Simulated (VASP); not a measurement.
# Al2Cu in VASP: a series of runs

Runs on Al2Cu. Level: PBE. Tasks: single point, relaxation of cell and atoms.

All numbers are computed with VASP 6.6.1; they aren't measurements. Logs are shortened: lines on timing, memory, paths and dates and some standing lists are left out, and cuts for length are marked.

**1. The cell of the first run**

The typed cell holds 3 atoms: a = 4.089 Å, b = 4.089 Å, c = 4.089 Å, α = 120.00°, β = 120.00°, γ = 90.01°.

**2. Single point, PBE**

INCAR reads:

```
PREC = Accurate
ENCUT = 520
EDIFF = 1E-6
ISMEAR = 0
SIGMA = 0.1
LREAL = F
LASPH = T
NELM = 100
ALGO = Fast
ISIF = 2
LWAVE = F
LCHARG = F
GGA = PE
NBANDS = 16
```

KPOINTS reads:

```
regular mesh
0
Gamma
  14 14 14
```

POSCAR reads:

```
Al2Cu
1.0
   -2.0446280224      2.0446280224      2.8912313210
    2.0446280224     -2.0446280224      2.8912313210
    2.0446280224      2.0446280224     -2.8912313210
Al Cu
2 1
Direct
    0.7500000000      0.2500000000      0.5000000000
    0.2500000000      0.7500000000      0.5000000000
    0.5000000000      0.5000000000      0.0000000000
```

Potentials or basis: VASP PAW PBE potentials, release 64 (Al, Cu).

The run is started by

```
$ cat potpaw_PBE.64/Al/POTCAR potpaw_PBE.64/Cu/POTCAR > POTCAR
$ mpirun -np 1 vasp_std > vasp.out
```

OUTCAR:

```text
PREC = Accurate
   ENCUT = 520
   EDIFF = 1E-6
   ISMEAR = 0
   LREAL = F
   LASPH = T
   NELM = 100
   ISIF = 2
   GGA = PE

 ion  position               nearest neighbor table
   1  0.750  0.250  0.500-   3 2.50   3 2.50   3 2.50   3 2.50   2 2.89   2 2.89   2 2.89   2 2.89
                             2 2.89   2 2.89
   2  0.250  0.750  0.500-   3 2.50   3 2.50   3 2.50   3 2.50   1 2.89   1 2.89   1 2.89   1 2.89
                             1 2.89   1 2.89
   3  0.500  0.500  0.000-   2 2.50   1 2.50   1 2.50   2 2.50   1 2.50   2 2.50   2 2.50   1 2.50

  LATTYP: Found a body centered tetragonal cell.
 ALAT       =     4.0892560448
 C/A-ratio  =     1.4140622594

  Lattice vectors:

 A1 = (  -2.0446280224,   2.0446280224,   2.8912313210)
 A2 = (   2.0446280224,  -2.0446280224,   2.8912313210)
 A3 = (   2.0446280224,   2.0446280224,  -2.8912313210)

Analysis of symmetry for initial positions (statically):
=====================================================================
 Subroutine PRICEL returns:
 Original cell was already a primitive cell.

 Routine SETGRP: Setting up the symmetry group for a
 body centered tetragonal supercell.

 Subroutine GETGRP returns: Found 16 space group operations
 (whereof 16 operations were pure point group operations)
 out of a pool of 16 trial point group operations.

The static configuration has the point symmetry D_4h.

Analysis of symmetry for dynamics (positions and initial velocities):
=====================================================================
 Subroutine PRICEL returns:
 Original cell was already a primitive cell.

 Routine SETGRP: Setting up the symmetry group for a
 body centered tetragonal supercell.

 Subroutine GETGRP returns: Found 16 space group operations
 (whereof 16 operations were pure point group operations)
 out of a pool of 16 trial point group operations.

The dynamic configuration has the point symmetry D_4h.

 Subroutine INISYM returns: Found 16 space group operations
 (whereof 16 operations are pure point group operations),
 and found     1 'primitive' translations

----------------------------------------------------------------------------------------

                                     Primitive cell

  volume of cell :      48.3472

  direct lattice vectors                    reciprocal lattice vectors
    -2.044628022  2.044628022  2.891231321     0.000000000  0.244543259  0.172936699
     2.044628022 -2.044628022  2.891231321     0.244543259  0.000000000  0.172936699
     2.044628022  2.044628022 -2.891231321     0.244543259  0.244543259  0.000000000

  length of vectors
     4.089037301  4.089037301  4.089037301     0.299513785  0.299513785  0.345836393

  position of ions in fractional coordinates (direct lattice)
     0.750000000  0.250000000  0.500000000
     0.250000000  0.750000000  0.500000000
     0.500000000  0.500000000  0.000000000

  ion indices of the primitive-cell ions
   primitive index   ion index
                 1           1
                 2           2
                 3           3

----------------------------------------------------------------------------------------

 KPOINTS: regular mesh

Automatic generation of k-mesh.
 Grid dimensions read from file:
 generate k-points for:   14   14   14

 Generating k-lattice:

  Cartesian coordinates                     Fractional coordinates (reciprocal lattice)
     0.000000000  0.017467376  0.012352621     0.071428571 -0.000000000  0.000000000
     0.017467376  0.000000000  0.012352621    -0.000000000  0.071428571  0.000000000
     0.017467376  0.017467376  0.000000000     0.000000000  0.000000000  0.071428571

  Length of vectors
     0.021393842  0.021393842  0.024702600

  Shift w.r.t. Gamma in fractional coordinates (k-lattice)
     0.000000000  0.000000000  0.000000000

 Subroutine IBZKPT returns following result:
 ===========================================

 Found    244 irreducible k-points:

 Following reciprocal coordinates:
            Coordinates               Weight
  0.000000  0.000000  0.000000      1.000000
  0.071429 -0.000000  0.000000      8.000000
  0.142857  0.000000  0.000000      8.000000
  0.214286  0.000000  0.000000      8.000000
  0.285714 -0.000000  0.000000      8.000000
  0.357143  0.000000  0.000000      8.000000
[... 16 lines left out ...]
  0.214286  0.142857 -0.000000     16.000000
  0.285714  0.142857 -0.000000     16.000000
 [... further k-points ...]
   k-points           NKPTS =    244   k-points in BZ     NKDIM =    244   number of bands    NBANDS=     16
   number of dos      NEDOS =    301   number of ions     NIONS =      3
   total plane-waves  NPLWV =  27000
   dimension x,y,z NGX =    30 NGY =   30 NGZ =   30
   dimension x,y,z NGXF=    60 NGYF=   60 NGZF=   60
   ions per type =               2   1
   NGX,Y,Z   is equivalent  to a cutoff of  12.20, 12.20, 12.20 a.u.
   NGXF,Y,Z  is equivalent  to a cutoff of  24.39, 24.39, 24.39 a.u.
 SYSTEM =  unknown system
   PREC   = accura    normal or accurate (medium, high low for compatibility)
   ISTART =      0    job   : 0-new  1-cont  2-samecut
   ICHARG =      2    charge: 1-file 2-atom 10-const
   ISPIN  =      1    spin polarized calculation?
   LNONCOLLINEAR =      F non collinear calculations
   LSORBIT =      F    spin-orbit coupling
   LASPH  =      T    aspherical Exc in radial PAW
   ENCUT  =  520.0 eV  38.22 Ry    6.18 a.u.   7.60  7.60  7.60*2*pi/ulx,y,z
   NELM   =    100;   NELMIN=  2; NELMDL= -5     # of ELM steps
   EDIFF  = 0.1E-05   stopping-criterion for ELM
   LREAL  =      F    real-space projection
   EDIFFG = 0.1E-04   stopping-criterion for IOM
   NSW    =      0    number of steps for IOM
   IBRION =     -1    ionic relax: 0-MD 1-quasi-New 2-CG
   NFREE  =      0    steps in history (QN), initial steepest desc. (CG)
   ISIF   =      2    stress and relaxation
   ISYM   =      2    0-nonsym 1-usesym 2-fastsym
   POTIM  = 0.5000    time-step for ionic-motion
   TEBEG  =    0.0;   TEEND  =   0.0 temperature during run
   PSTRESS=    0.0 pullay stress
   NELECT =      17.0000    total number of electrons
   NUPDOWN=      -1.0000    fix difference up-down
   EMIN   =  10.00;   EMAX   =-10.00  energy-range for DOS
   EFERMI =   0.00;   METHOD = LEGACY
   ISMEAR =     0;   SIGMA  =   0.10  broadening in eV -4-tet -1-fermi 0-gaus
   EFERMI_NEDOS =   21; number of points for ismear=-14 and -15
   IALGO  =     68    algorithm
   IMIX   =      4    mixing-type and parameters
     AMIX     =   0.40;   BMIX     =  1.00
     AMIX_MAG =   1.60;   BMIX_MAG =  1.00
  volume/ion in A,a.u.               =      16.12       108.75
  Fermi-wavevector in a.u.,A,eV,Ry     =   1.155493  2.183565 18.166010  1.335164
  Thomas-Fermi vector in A             =   2.292121
   LORBIT       =      0    0 simple, 1 ext, 2 COOP (PROOUT), +10 PAW based schemes
   GGA     = PE    functional components
   LHFCALC =     F    Hartree Fock is set to
   AEXX    =    0.0000 exact exchange contribution
   IVDW    =     0    specifies the selected vdW correction
   LEPSILON=     F    determine dielectric tensor
   LRPA    =     F    only Hartree local field effects (RPA)
 non-spin polarized calculation
 RMM-DIIS sequential band-by-band and
 Gauss-broadening in eV      SIGMA  =   0.10
  energy-cutoff  :      520.00
  volume of cell :       48.35
 maximum number of plane-waves:      1323
   NGX = 15   NGY = 15   NGZ = 15

 number of electron      16.9999990 magnetization

 Free energy of the ion-electron system (eV)
  ---------------------------------------------------
  ext. energy  EPLUGINS =         0.00000000
  ---------------------------------------------------
  free energy    TOTEN  =       -11.74899707 eV

  energy without entropy =      -11.74374114  energy(sigma->0) =      -11.74636911

 E-fermi :   6.9066     XC(G=0): -10.4061

 val. band max:        6.8957421671   @ k =  -0.2857   0.1429  -0.0000
 cond. band min:       6.9203645047   @ k =   0.1429   0.0000   0.0000
 fundamental gap:      0.0246223375
 Fermi energy:         6.9066031562

 k-point     1 :       0.0000    0.0000    0.0000
  band No.  band energies     occupation
      1      -3.2208      2.00000
      2       2.4003      2.00000
      3       2.4004      2.00000
      4       2.4004      2.00000
      5       2.9489      2.00000
      6       2.9491      2.00000
[... 8 lines left out ...]
     15      13.7876      0.00000
     16      13.7910      0.00000

 k-point     2 :       0.0714   -0.0000    0.0000
  band No.  band energies     occupation
      1      -3.1531      2.00000
      2       2.3775      2.00000
      3       2.4110      2.00000
      4       2.4110      2.00000
      5       2.9461      2.00000
      6       2.9463      2.00000
[... 8 lines left out ...]
     15      13.0687      0.00000
     16      13.6171      0.00000

 k-point     3 :       0.1429    0.0000    0.0000
  band No.  band energies     occupation
      1      -2.9507      2.00000
      2       2.3078      2.00000
      3       2.4397      2.00000
      4       2.4398      2.00000
      5       2.9404      2.00000
      6       2.9406      2.00000
[... 8 lines left out ...]
     15      12.6998      0.00000
     16      13.3230      0.00000

 k-point     4 :       0.2143    0.0000    0.0000
  band No.  band energies     occupation
      1      -2.6163      2.00000
      2       2.1822      2.00000
      3       2.4775      2.00000
      4       2.4775      2.00000
      5       2.9388      2.00000
      6       2.9389      2.00000
[... 8 lines left out ...]
     15      12.7138      0.00000
     16      14.0107      0.00000

 k-point     5 :       0.2857   -0.0000    0.0000
  band No.  band energies     occupation
      1      -2.1553      2.00000
      2       1.9629      2.00000
      3       2.5115      2.00000
      4       2.5115      2.00000
      5       2.9494      2.00000
      6       2.9495      2.00000
[... 8 lines left out ...]
     15      13.5672      0.00000
     16      15.0493      0.00000

 k-point     6 :       0.3571    0.0000    0.0000
  band No.  band energies     occupation
      1      -1.5801      2.00000
      2       1.5541      2.00000
      3       2.5326      2.00000
      4       2.5326      2.00000
      5       2.9731      2.00000
      6       2.9731      2.00000
[... 8 lines left out ...]
     15      14.6316      0.00000
     16      16.1628      0.00000

 k-point     7 :       0.4286    0.0000    0.0000
  band No.  band energies     occupation
      1      -0.9286      2.00000
      2       0.9189      2.00000
      3       2.5412      2.00000
      4       2.5413      2.00000
      5       2.9983      2.00000
      6       2.9983      2.00000
[... 8 lines left out ...]
     15      15.7823      0.00000
     16      17.3425      0.00000

 k-point     8 :       0.5000   -0.0000    0.0000
  band No.  band energies     occupation
      1      -0.4737      2.00000
      2       0.4424      2.00000
      3       2.5431      2.00000
      4       2.5432      2.00000
      5       2.9897      2.00000
      6       3.0091      2.00000
[... 8 lines left out ...]
     15      16.5786      0.00000
     16      18.1940      0.00000

 k-point     9 :       0.0714    0.0714    0.0000
  band No.  band energies     occupation
      1      -3.0404      2.00000
      2       2.3415      2.00000
      3       2.4248      2.00000
      4       2.4296      2.00000
      5       2.9308      2.00000
      6       2.9534      2.00000
[... 8 lines left out ...]
     15      12.6788      0.00000
     16      14.0238      0.00000
[... 172 lines left out ...]
 k-point    19 :      -0.2143    0.0714    0.0000
  band No.  band energies     occupation
      1      -2.6823      2.00000
      2       2.2214      2.00000
      3       2.4718      2.00000
      4       2.4740      2.00000
      5       2.9027      2.00000
      6       2.9669      2.00000
[... 8 lines left out ...]
     15      13.2385      0.00000
     16      14.0973      0.00000

 k-point    20 :      -0.1429    0.0714    0.0000
  band No.  band energies     occupation
      1      -2.9729      2.00000
      2       2.3214      2.00000
      3       2.4368      2.00000
      4       2.4377      2.00000
      5       2.9164      2.00000
      6       2.9619      2.00000
[... 8 lines left out ...]
     15      13.3023      0.00000
     16      13.8067      0.00000

 k-point    21 :      -0.0714    0.0714    0.0000
  band No.  band energies     occupation
      1      -3.1305      2.00000
      2       2.3723      2.00000
      3       2.4139      2.00000
      4       2.4140      2.00000
      5       2.9333      2.00000
      6       2.9566      2.00000
[... 8 lines left out ...]
     15      13.8968      0.00000
     16      13.9001      0.00000

 k-point    22 :       0.1429    0.1429    0.0000
  band No.  band energies     occupation
      1      -2.5045      2.00000
      2       2.1746      2.00000
      3       2.4667      2.00000
      4       2.5088      2.00000
      5       2.8908      2.00000
      6       2.9757      2.00000
[... 8 lines left out ...]
     15      14.1701      0.00000
     16      15.4368      0.00000

 k-point    23 :       0.2143    0.1429   -0.0000
  band No.  band energies     occupation
      1      -2.0868      2.00000
      2       2.0332      2.00000
      3       2.4761      2.00000
      4       2.5576      2.00000
      5       2.8790      2.00000
      6       2.9949      2.00000
[... 8 lines left out ...]
     15      14.2179      0.00000
     16      16.5609      0.00000

 k-point    24 :       0.2857    0.1429   -0.0000
  band No.  band energies     occupation
      1      -1.5498      2.00000
      2       1.7698      2.00000
      3       2.4778      2.00000
      4       2.5939      2.00000
      5       2.8930      2.00000
      6       3.0103      2.00000
[... 8 lines left out ...]
     15      14.0073      0.00000
     16      17.4589      0.00000

 [... further k-points ...]
[... 5 lines left out ...]
  --------------------------------------------------------------------------------------
  -------------------------------------------------------------------------------------
  Total        0.0463209      0.0463209      0.0489730      0.0000000      0.0000000     -0.0000000
  in kB        1.5350262      1.5350262      1.6229159      0.0000000      0.0000000     -0.0000000
  external PRESSURE =       1.5643228 kB  Pullay stress =       0.0000000 kB

 VOLUME and BASIS-vectors are now :
 -----------------------------------------------------------------------------
  energy-cutoff  :      520.00
  volume of cell :       48.35
      direct lattice vectors                 reciprocal lattice vectors
    -2.044628022  2.044628022  2.891231321     0.000000000  0.244543259  0.172936699
     2.044628022 -2.044628022  2.891231321     0.244543259  0.000000000  0.172936699
     2.044628022  2.044628022 -2.891231321     0.244543259  0.244543259  0.000000000

 POSITION                                       TOTAL-FORCE (eV/Angst)
 -----------------------------------------------------------------------------------
     -0.00000      2.04463      1.44562         0.000000     -0.000000     -0.000000
      2.04463     -0.00000      1.44562        -0.000000      0.000000      0.000000
      0.00000      0.00000      2.89123         0.000000      0.000000      0.000000
 -----------------------------------------------------------------------------------
    total drift:                                0.000000     -0.000000      0.000000

  FREE ENERGIE OF THE ION-ELECTRON SYSTEM (eV)
  ---------------------------------------------------
  free  energy   TOTEN  =       -11.7489970728 eV

  energy  without entropy=      -11.7437411383  energy(sigma->0) =      -11.74636911
```

Wall time 3.3 min (1 thread of Intel Xeon Platinum 8488C (Sapphire Rapids), shared host); peak memory 0.3 GiB.

What came out:

- Free energy: -11.7490 eV
- Pressure: 0.2 GPa

Levels at points of the mesh, in eV from the Fermi level:
| k point | band 5 | band 6 | band 7 | band 8 | band 9 | band 10 | band 11 | band 12 | band 13 | band 14 |
| --- | --- | --- | --- | --- | --- | --- | --- | --- | --- | --- |
| (0.00, 0.00, 0.00) | -3.96 | -3.96 | 2.84 | 2.84 | 2.84 | 2.92 | 2.92 | 2.92 | 4.04 | 6.88 |
| (0.50, 0.00, 0.00) | -3.92 | -3.90 | -3.90 | 0.61 | 0.61 | 2.87 | 2.88 | 3.66 | 4.32 | 9.67 |
| (0.50, 0.50, 0.00) | -4.02 | -3.80 | -3.69 | -1.96 | -1.96 | 0.25 | 1.55 | 8.95 | 10.43 | 10.44 |
| (0.50, 0.50, 0.50) | -4.02 | -3.81 | -3.69 | -1.96 | -1.96 | 0.25 | 1.55 | 8.95 | 10.43 | 10.43 |

**3. Single point, PBE**

This run uses another cell than the first one: it holds 12 atoms, not 3.

INCAR reads:

```
PREC = Accurate ; ENCUT = 520
EDIFF = 1E-7 ; ISMEAR = 0
SIGMA = 0.1 ; LREAL = F
LASPH = T ; NELM = 80
ALGO = Fast ; ISIF = 2
LWAVE = F ; LCHARG = F
GGA = PE ; NBANDS = 46
```

KPOINTS reads:

```
regular mesh
0
Gamma
  5 5 5
```

POSCAR reads:

```
Al2Cu
1.0
    0.0000000000      0.0000000000     -5.7824626420
    4.0892560448      4.0892560448      0.0000000000
    4.0892560448     -4.0892560448      0.0000000000
Al Cu
8 4
Direct
    0.2500000000      0.2500000000      0.2500000000
    0.7500000000      0.2500000000      0.7500000000
    0.2500000000      0.7500000000      0.7500000000
    0.7500000000      0.7500000000      0.2500000000
    0.2500000000      0.2500000000      0.7500000000
    0.7500000000      0.2500000000      0.2500000000
    0.2500000000      0.7500000000      0.2500000000
    0.7500000000      0.7500000000      0.7500000000
    0.0000000000      0.0000000000      0.5000000000
    0.5000000000      0.0000000000      0.0000000000
    0.0000000000      0.5000000000      0.0000000000
    0.5000000000      0.5000000000      0.5000000000
```

Potentials or basis: VASP PAW PBE potentials, release 64 (Al, Cu).

The run is started by

```
$ cat potpaw_PBE.64/Al/POTCAR potpaw_PBE.64/Cu/POTCAR > POTCAR
$ mpirun -np 1 vasp_std > vasp.out
```

Wall time 4.4 min (1 thread of Intel Xeon Platinum 8488C (Sapphire Rapids), shared host); peak memory 0.38 GiB.

It converged, with:

- Free energy: -46.9886 eV
- Pressure: 0.2 GPa
- Band gap on the k mesh: zero (band 34 reaches 7.26 eV, above the bottom of band 35 at 6.17 eV)

Levels at points of the mesh, in eV from the Fermi level:
```
           k point  band 30  band 31  band 32  band 33  band 34  band 35  band 36  band 37  band 38  band 39
(0.00, 0.00, 0.00)    -1.79    -1.79    -1.79    -1.79     0.42     0.42     0.42     1.72     1.72     1.72
```

(Part 1 of 2 ends here.)
